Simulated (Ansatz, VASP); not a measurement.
**CO2 in VASP and in Ansatz**

File INCAR:

```
SYSTEM = CO2
PREC = Accurate ; ENCUT = 910
EDIFF = 1E-6 ; ISMEAR = 0
SIGMA = 0.02 ; LREAL = .FALSE.
LASPH = .TRUE. ; NELM = 120
ALGO = Normal ; ISIF = 2
LWAVE = .FALSE. ; LCHARG = .FALSE.
GGA = PS ; NBANDS = 44
GGA_COMPAT = .FALSE.
```

The input KPOINTS:

```
Automatic mesh
0
G
  4 4 4
  0 0 0
```

POSCAR

```
CO2
1.0
    5.3917697732      0.0000000000      0.0000000000
    0.0000000000      5.3917697732      0.0000000000
    0.0000000000      0.0000000000      5.3917697732
C O
4 8
Direct
    0.0000000000      0.0000000000      0.0000000000
    0.5000000000      0.0000000000      0.5000000000
    0.5000000000      0.5000000000      0.0000000000
    0.0000000000      0.5000000000      0.5000000000
    0.1248130550      0.1248130550      0.1248130550
    0.3751869450      0.8751869450      0.6248130550
    0.6248130550      0.3751869450      0.8751869450
    0.8751869450      0.6248130550      0.3751869450
    0.8751869450      0.8751869450      0.8751869450
    0.6248130550      0.1248130550      0.3751869450
    0.3751869450      0.6248130550      0.1248130550
    0.1248130550      0.3751869450      0.6248130550
```

Input for Ansatz:

```yaml
crystal:
  lattice:
    - [5.3917697732, 0.0, 0.0]
    - [0.0, 5.3917697732, 0.0]
    - [0.0, 0.0, 5.3917697732]
  atoms:
    - { symbol: C, position: [0.0, 0.0, 0.0] }
    - { symbol: C, position: [0.5, 0.0, 0.5] }
    - { symbol: C, position: [0.5, 0.5, 0.0] }
    - { symbol: C, position: [0.0, 0.5, 0.5] }
    - { symbol: O, position: [0.124813055, 0.124813055, 0.124813055] }
    - { symbol: O, position: [0.375186945, 0.875186945, 0.624813055] }
    - { symbol: O, position: [0.624813055, 0.375186945, 0.875186945] }
    - { symbol: O, position: [0.875186945, 0.624813055, 0.375186945] }
    - { symbol: O, position: [0.875186945, 0.875186945, 0.875186945] }
    - { symbol: O, position: [0.624813055, 0.124813055, 0.375186945] }
    - { symbol: O, position: [0.375186945, 0.624813055, 0.124813055] }
    - { symbol: O, position: [0.124813055, 0.375186945, 0.624813055] }
basis:
  ecutwfc: 420
kpoints:
  mp_grid: { grid: [4, 4, 4] }
  band_path:
    path:
      - [[0.0, 0.0, 0.0], [0.0, 0.5, 0.0], [0.5, 0.5, 0.0], [0.0, 0.0, 0.0], [0.5, 0.5, 0.5], [0.0, 0.5, 0.0]]
      - [[0.5, 0.5, 0.5], [0.5, 0.5, 0.0], [0.5, 0.0, 0.0]]
    npoints: 12
hamiltonian:
  xc: pbesol
scf:
  occupations: { method: gaussian, width: 0.02 }
  n_extra_bands: 6
output:
  forces: true
  stress: true
  eigenvalues: true
```

Alike in both runs: task single point; functional PBEsol; k mesh 4 × 4 × 4; occupations gaussian, width 0.02 eV; no spin polarisation.

```csv
,VASP,Ansatz
version,VASP 6.6.1,Ansatz 0.2.0
potentials or method,"VASP PAW PBE potentials, release 64 (C_h, O_h), cutoff 910 eV","scalar-relativistic, plane waves, PAW"
valence electrons in the cell,64,64
```

Ansatz gave:

* gap on the k mesh at the Fermi level (eV): 6.85
* least direct gap on the mesh (eV): 6.85
* rms of the force components (eV/Å): 0.000

Question: Estimate VASP's values.

Answer: gap on the k mesh at the Fermi level (eV): 6.85; least direct gap on the mesh (eV): 6.85; rms of the force components (eV/Å): 0.043.

VASP's potentials were made for PBE, not for PBEsol. Atom by atom the forces differ by 0.042 eV/Å (rms over components).

Noted on VASP's run: the cutoff is short for stress, so the pressure is rough.
